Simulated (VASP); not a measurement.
# CaSe (F-43m) in VASP: single point with LDA

Aim: the single point of CaSe with LDA.

Program: VASP 6.6.1. These are calculated values, not measurements. Logs are shortened: lines on timing, memory, paths and dates and some standing lists are left out, and cuts for length are marked.

## (1) The cell of the first run

The structure is cubic, space group F-43m (No. 216). Conventional cell: a = 6.600 Å, b = 6.600 Å, c = 6.600 Å, α = 90.00°, β = 90.00°, γ = 90.00°. Within 3.8 Å of Ca (site symmetry -43m) lie 4 Se at 2.86 Å. Se (site symmetry -43m) has 4 Ca at 2.86 Å within 3.8 Å.

## (2) Single point, LDA

INCAR

```
PREC = Accurate
ENCUT = 500
EDIFF = 1E-6
ISMEAR = 0
SIGMA = 0.1
LREAL = False
LASPH = True
NELM = 120
ALGO = Normal
ISIF = 2
LWAVE = False
LCHARG = True
GGA = CA
LELF = True
LVHAR = True
NBANDS = 15
GGA_COMPAT = False
```

KPOINTS

```
Automatic mesh
0
Gamma
  6 6 6
```

POSCAR

```
CaSe
1.0
    0.0000000000      3.3000000000      3.3000000000
    3.3000000000      0.0000000000      3.3000000000
    3.3000000000      3.3000000000      0.0000000000
Ca Se
1 1
Direct
    0.0000000000      0.0000000000      0.0000000000
    0.7500000000      0.7500000000      0.7500000000
```

Potentials or basis: VASP PAW LDA potentials, release 64 (Ca_sv, Se).

The run is started by

```
> cat potpaw_LDA.64/Ca_sv/POTCAR potpaw_LDA.64/Se/POTCAR > POTCAR
> mpirun -np 1 vasp_std > vasp.out
```

OUTCAR:

```text
PREC = Accurate
   ENCUT = 500
   EDIFF = 1E-6
   ISMEAR = 0
   LREAL = False
   LASPH = True
   NELM = 120
   ISIF = 2
   GGA = CA

 ion  position               nearest neighbor table
   1  0.000  0.000  0.000-   2 2.86   2 2.86   2 2.86   2 2.86
   2  0.750  0.750  0.750-   1 2.86   1 2.86   1 2.86   1 2.86

  LATTYP: Found a face centered cubic cell.
 ALAT       =     6.6000000000

  Lattice vectors:

 A1 = (   0.0000000000,   3.3000000000,   3.3000000000)
 A2 = (   3.3000000000,   0.0000000000,   3.3000000000)
 A3 = (   3.3000000000,   3.3000000000,   0.0000000000)

Analysis of symmetry for initial positions (statically):
=====================================================================
 Subroutine PRICEL returns:
 Original cell was already a primitive cell.

 Routine SETGRP: Setting up the symmetry group for a
 face centered cubic supercell.

 Subroutine GETGRP returns: Found 24 space group operations
 (whereof 24 operations were pure point group operations)
 out of a pool of 48 trial point group operations.

The static configuration has the point symmetry T_d .

Analysis of symmetry for dynamics (positions and initial velocities):
=====================================================================
 Subroutine PRICEL returns:
 Original cell was already a primitive cell.

 Routine SETGRP: Setting up the symmetry group for a
 face centered cubic supercell.

 Subroutine GETGRP returns: Found 24 space group operations
 (whereof 24 operations were pure point group operations)
 out of a pool of 48 trial point group operations.

The dynamic configuration has the point symmetry T_d .

 Subroutine INISYM returns: Found 24 space group operations
 (whereof 24 operations are pure point group operations),
 and found     1 'primitive' translations

----------------------------------------------------------------------------------------

                                     Primitive cell

  volume of cell :      71.8740

  direct lattice vectors                    reciprocal lattice vectors
     0.000000000  3.300000000  3.300000000    -0.151515152  0.151515152  0.151515152
     3.300000000  0.000000000  3.300000000     0.151515152 -0.151515152  0.151515152
     3.300000000  3.300000000  0.000000000     0.151515152  0.151515152 -0.151515152

  length of vectors
     4.666904756  4.666904756  4.666904756     0.262431941  0.262431941  0.262431941

  position of ions in fractional coordinates (direct lattice)
     0.000000000  0.000000000  0.000000000
     0.750000000  0.750000000  0.750000000

  ion indices of the primitive-cell ions
   primitive index   ion index
                 1           1
                 2           2

----------------------------------------------------------------------------------------

 KPOINTS: Automatic mesh

Automatic generation of k-mesh.
 Grid dimensions read from file:
 generate k-points for:    6    6    6

 Generating k-lattice:

  Cartesian coordinates                     Fractional coordinates (reciprocal lattice)
    -0.025252525  0.025252525  0.025252525     0.166666667  0.000000000  0.000000000
     0.025252525 -0.025252525  0.025252525     0.000000000  0.166666667  0.000000000
     0.025252525  0.025252525 -0.025252525     0.000000000  0.000000000  0.166666667

  Length of vectors
     0.043738657  0.043738657  0.043738657

  Shift w.r.t. Gamma in fractional coordinates (k-lattice)
     0.000000000  0.000000000  0.000000000

 Subroutine IBZKPT returns following result:
 ===========================================

 Found     16 irreducible k-points:

 Following reciprocal coordinates:
            Coordinates               Weight
  0.000000  0.000000  0.000000      1.000000
  0.166667  0.000000  0.000000      8.000000
  0.333333  0.000000  0.000000      8.000000
  0.500000  0.000000  0.000000      4.000000
  0.166667  0.166667  0.000000      6.000000
  0.333333  0.166667  0.000000     24.000000
[... 8 lines left out ...]
 -0.333333  0.333333  0.166667     24.000000
 -0.333333  0.500000  0.166667     12.000000
   k-points           NKPTS =     16   k-points in BZ     NKDIM =     16   number of bands    NBANDS=     15
   number of dos      NEDOS =    301   number of ions     NIONS =      2
   total plane-waves  NPLWV =  46656
   dimension x,y,z NGX =    36 NGY =   36 NGZ =   36
   dimension x,y,z NGXF=    72 NGYF=   72 NGZF=   72
   ions per type =               1   1
   NGX,Y,Z   is equivalent  to a cutoff of  12.82, 12.82, 12.82 a.u.
   NGXF,Y,Z  is equivalent  to a cutoff of  25.65, 25.65, 25.65 a.u.
 SYSTEM =  unknown system
   PREC   = accura    normal or accurate (medium, high low for compatibility)
   ISTART =      0    job   : 0-new  1-cont  2-samecut
   ICHARG =      2    charge: 1-file 2-atom 10-const
   ISPIN  =      1    spin polarized calculation?
   LNONCOLLINEAR =      F non collinear calculations
   LSORBIT =      F    spin-orbit coupling
   LASPH  =      T    aspherical Exc in radial PAW
   ENCUT  =  500.0 eV  36.75 Ry    6.06 a.u.   8.51  8.51  8.51*2*pi/ulx,y,z
   NELM   =    120;   NELMIN=  2; NELMDL= -5     # of ELM steps
   EDIFF  = 0.1E-05   stopping-criterion for ELM
   LREAL  =      F    real-space projection
   EDIFFG = 0.1E-04   stopping-criterion for IOM
   NSW    =      0    number of steps for IOM
   IBRION =     -1    ionic relax: 0-MD 1-quasi-New 2-CG
   NFREE  =      0    steps in history (QN), initial steepest desc. (CG)
   ISIF   =      2    stress and relaxation
   ISYM   =      2    0-nonsym 1-usesym 2-fastsym
   POTIM  = 0.5000    time-step for ionic-motion
   TEBEG  =    0.0;   TEEND  =   0.0 temperature during run
   PSTRESS=    0.0 pullay stress
   NELECT =      16.0000    total number of electrons
   NUPDOWN=      -1.0000    fix difference up-down
   EMIN   =  10.00;   EMAX   =-10.00  energy-range for DOS
   EFERMI =   0.00;   METHOD = LEGACY
   ISMEAR =     0;   SIGMA  =   0.10  broadening in eV -4-tet -1-fermi 0-gaus
   EFERMI_NEDOS =   21; number of points for ismear=-14 and -15
   IALGO  =     38    algorithm
   IMIX   =      4    mixing-type and parameters
     AMIX     =   0.40;   BMIX     =  1.00
     AMIX_MAG =   1.60;   BMIX_MAG =  1.00
  volume/ion in A,a.u.               =      35.94       242.51
  Fermi-wavevector in a.u.,A,eV,Ry     =   0.992181  1.874950 13.393889  0.984423
  Thomas-Fermi vector in A             =   2.123975
   LORBIT       =      0    0 simple, 1 ext, 2 COOP (PROOUT), +10 PAW based schemes
   GGA     = CA    functional components
   LHFCALC =     F    Hartree Fock is set to
   AEXX    =    0.0000 exact exchange contribution
   IVDW    =     0    specifies the selected vdW correction
   LEPSILON=     F    determine dielectric tensor
   LRPA    =     F    only Hartree local field effects (RPA)
 non-spin polarized calculation
 Gauss-broadening in eV      SIGMA  =   0.10
  energy-cutoff  :      500.00
  volume of cell :       71.87
 maximum number of plane-waves:      1853
 NGX is ok and might be reduce to    36
   NGX = 17   NGY = 17   NGZ = 17

 number of electron      16.0000000 magnetization

 Free energy of the ion-electron system (eV)
  ---------------------------------------------------
  ext. energy  EPLUGINS =         0.00000000
  ---------------------------------------------------
  free energy    TOTEN  =        -9.81397564 eV

  energy without entropy =       -9.81397564  energy(sigma->0) =       -9.81397564

 E-fermi :  -0.0993     XC(G=0):  -7.9495

 val. band max:       -0.5422149222   @ k =  -0.3333   0.1667   0.0000
 cond. band min:       2.3521750838   @ k =   0.0000   0.0000   0.0000
 fundamental gap:      2.8943900060
 Fermi energy:        -0.0993056275

 k-point     1 :       0.0000    0.0000    0.0000
  band No.  band energies     occupation
      1     -39.1969      2.00000
      2     -20.5038      2.00000
      3     -20.5038      2.00000
      4     -20.5038      2.00000
      5     -10.8811      2.00000
      6      -0.6340      2.00000
      7      -0.6340      2.00000
      8      -0.6340      2.00000
      9       2.3522      0.00000
     10       4.6556      0.00000
     11       4.6556      0.00000
     12       6.6570      0.00000
     13       6.6570      0.00000
     14       6.6570      0.00000
     15       8.2958      0.00000

 k-point     2 :       0.1667    0.0000    0.0000
  band No.  band energies     occupation
      1     -39.1965      2.00000
      2     -20.5147      2.00000
      3     -20.5051      2.00000
      4     -20.5051      2.00000
      5     -10.8193      2.00000
      6      -1.0559      2.00000
      7      -0.6106      2.00000
      8      -0.6106      2.00000
      9       3.1336      0.00000
     10       4.5408      0.00000
     11       4.5408      0.00000
     12       6.1754      0.00000
     13       6.6223      0.00000
     14       6.6223      0.00000
     15       7.6182      0.00000

 k-point     3 :       0.3333    0.0000    0.0000
  band No.  band energies     occupation
      1     -39.1956      2.00000
      2     -20.5365      2.00000
      3     -20.5078      2.00000
      4     -20.5078      2.00000
      5     -10.6942      2.00000
      6      -1.5888      2.00000
      7      -0.5712      2.00000
      8      -0.5712      2.00000
      9       4.2033      0.00000
     10       4.5588      0.00000
     11       4.5588      0.00000
     12       5.3113      0.00000
     13       6.1071      0.00000
     14       6.1071      0.00000
     15       7.3832      0.00000

 k-point     4 :       0.5000    0.0000    0.0000
  band No.  band energies     occupation
      1     -39.1952      2.00000
      2     -20.5472      2.00000
      3     -20.5091      2.00000
      4     -20.5091      2.00000
      5     -10.6311      2.00000
      6      -1.7795      2.00000
      7      -0.5555      2.00000
      8      -0.5555      2.00000
      9       4.3272      0.00000
     10       4.7630      0.00000
     11       4.7630      0.00000
     12       5.0152      0.00000
     13       5.6340      0.00000
     14       5.6340      0.00000
     15       8.0702      0.00000
[... 163 lines left out ...]
 k-point    14 :       0.5000    0.3333    0.1667
  band No.  band energies     occupation
      1     -39.1950      2.00000
      2     -20.5400      2.00000
      3     -20.5178      2.00000
      4     -20.5119      2.00000
      5     -10.6123      2.00000
      6      -1.5402      2.00000
      7      -0.8693      2.00000
      8      -0.5791      2.00000
      9       3.4980      0.00000
     10       4.3727      0.00000
     11       5.0164      0.00000
     12       5.7448      0.00000
     13       6.0448      0.00000
     14       6.2259      0.00000
     15       7.9946      0.00000

 k-point    15 :      -0.3333    0.3333    0.1667
  band No.  band energies     occupation
      1     -39.1947      2.00000
      2     -20.5435      2.00000
      3     -20.5214      2.00000
      4     -20.5138      2.00000
      5     -10.5710      2.00000
      6      -1.4243      2.00000
      7      -1.1031      2.00000
      8      -0.5901      2.00000
      9       3.3188      0.00000
     10       4.3251      0.00000
     11       4.9340      0.00000
     12       5.7162      0.00000
     13       5.9777      0.00000
     14       6.8577      0.00000
     15       8.2438      0.00000

 k-point    16 :      -0.3333    0.5000    0.1667
  band No.  band energies     occupation
      1     -39.1946      2.00000
      2     -20.5456      2.00000
      3     -20.5208      2.00000
      4     -20.5167      2.00000
      5     -10.5506      2.00000
      6      -1.5415      2.00000
      7      -0.9396      2.00000
      8      -0.6285      2.00000
      9       2.9905      0.00000
     10       4.2645      0.00000
     11       5.1580      0.00000
     12       5.4534      0.00000
     13       5.9225      0.00000
     14       7.5315      0.00000
     15       8.2834      0.00000

------------------------ aborting loop because EDIFF is reached ----------------------------------------

  FORCE on cell =-STRESS in cart. coord.  units (eV):
  Direction    XX          YY          ZZ          XY          YZ          ZX
  --------------------------------------------------------------------------------------
  -------------------------------------------------------------------------------------
  Total       -1.1523414     -1.1523414     -1.1523414      0.0000000      0.0000000      0.0000000
  in kB      -25.6873869    -25.6873869    -25.6873869      0.0000000      0.0000000      0.0000000
  external PRESSURE =     -25.6873869 kB  Pullay stress =       0.0000000 kB

 VOLUME and BASIS-vectors are now :
 -----------------------------------------------------------------------------
  energy-cutoff  :      500.00
  volume of cell :       71.87
      direct lattice vectors                 reciprocal lattice vectors
     0.000000000  3.300000000  3.300000000    -0.151515152  0.151515152  0.151515152
     3.300000000  0.000000000  3.300000000     0.151515152 -0.151515152  0.151515152
     3.300000000  3.300000000  0.000000000     0.151515152  0.151515152 -0.151515152

 POSITION                                       TOTAL-FORCE (eV/Angst)
 -----------------------------------------------------------------------------------
      0.00000      0.00000      0.00000         0.000000      0.000000      0.000000
      4.95000      4.95000      4.95000        -0.000000     -0.000000     -0.000000
 -----------------------------------------------------------------------------------
    total drift:                                0.000000      0.000000      0.000000

  FREE ENERGIE OF THE ION-ELECTRON SYSTEM (eV)
  ---------------------------------------------------
  free  energy   TOTEN  =        -9.8139756385 eV

  energy  without entropy=       -9.8139756385  energy(sigma->0) =       -9.81397564
```

Wall time 15 s (1 thread of Intel Xeon Platinum 8488C (Sapphire Rapids), shared host); peak memory 0.17 GiB.

What came out:

```yaml
Free_energy: -9.8140 eV
Pressure: -2.6 GPa
Band_gap_on_the_k_mesh: 2.89 eV, indirect (least direct gap 2.99 eV)
```
